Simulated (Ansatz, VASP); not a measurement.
**ZnS: VASP beside Ansatz**

Contents of INCAR:

```
SYSTEM = ZnS
PREC     = Accurate       ! precision mode
ENCUT    = 520            ! plane-wave cutoff, eV
EDIFF    = 1E-6           ! SCF threshold, eV
ISMEAR   = 0              ! smearing method
SIGMA    = 0.01           ! smearing width, eV
LREAL    = .FALSE.        ! projectors in reciprocal space
LASPH    = .TRUE.         ! aspherical terms in the spheres
NELM     = 100            ! most SCF steps
ALGO     = Normal         ! electronic algorithm
ISIF     = 2              ! what is computed and relaxed
LWAVE    = .FALSE.        ! write WAVECAR
LCHARG   = .FALSE.        ! write CHGCAR
NBANDS   = 26             ! bands
```

KPOINTS

```
Automatic mesh
0
G
  6 6 4
  0 0 0
```

File POSCAR:

```
ZnS
1.0
    3.7569235988      0.0000000000      0.0000000000
   -1.8784617994      3.2535912767      0.0000000000
    0.0000000000      0.0000000000      6.1247606504
Zn S
2 2
Direct
    0.3333333333      0.6666666667      0.0048441727
    0.6666666667      0.3333333333      0.5048441727
    0.3333333333      0.6666666667      0.3801558273
    0.6666666667      0.3333333333      0.8801558273
```

Input for Ansatz:

```yaml
crystal:
  lattice:
    - [3.75692359884, 0.0, 0.0]
    - [-1.87846179942, 3.25359127667, 0.0]
    - [0.0, 0.0, 6.12476065045]
  atoms:
    - { symbol: Zn, position: [0.333333333333, 0.666666666667, 0.004844172679] }
    - { symbol: Zn, position: [0.666666666667, 0.333333333333, 0.504844172679] }
    - { symbol: S, position: [0.333333333333, 0.666666666667, 0.380155827321] }
    - { symbol: S, position: [0.666666666667, 0.333333333333, 0.880155827321] }
kpoints:
  mp_grid: { grid: [6, 6, 4] }
scf:
  occupations: { method: fixed }
  convergence: { dr2_threshold: 1.0e-10 }
hamiltonian:
  xc: lda
  pseudopotentials: { kind: all_electron, lapw: { basis_error: 0.0005 } }
output:
  forces: true
  stress: true
  eigenstates:
    kpoints:
      - [0.0, 0.0, 0.0]
      - [0.0, 0.0, -0.5]
      - [-0.5, 0.0, 0.0]
      - [-0.5, 0.5, 0.0]
      - [0.0, -0.5, 0.0]
      - [-0.5, 0.0, -0.5]
      - [-0.5, 0.5, -0.5]
      - [0.0, -0.5, -0.5]
  eigenvalues: true
```

Change from the starting cell: film at in-plane strain +0.005.

Alike in both runs: task single point; functional LDA; k mesh 6 × 6 × 4; no spin polarisation.

|  | VASP | Ansatz |
| --- | --- | --- |
| version | VASP 6.6.1 | Ansatz 0.2.0 |
| potentials or method | VASP PAW LDA potentials, release 64 (Zn, S), cutoff 520 eV | all-electron LAPW, scalar-relativistic |
| occupations | gaussian, width 0.01 eV | fixed |

Ansatz gave:

- gap on the k mesh at the Fermi level (eV): 2.18
- pressure (GPa): -0.5
- traceless stress, the component that is largest in VASP (GPa): 0.53

**Question.** Estimate VASP's values.

**Answer.** gap on the k mesh at the Fermi level (eV): 2.22; pressure (GPa): -0.3; traceless stress, the component that is largest in VASP (GPa): 0.54.

LDA's correlation is that of Perdew and Zunger in VASP and of Perdew and Wang (1992) in Ansatz. Ansatz ran all-electron here, and VASP with PAW potentials.
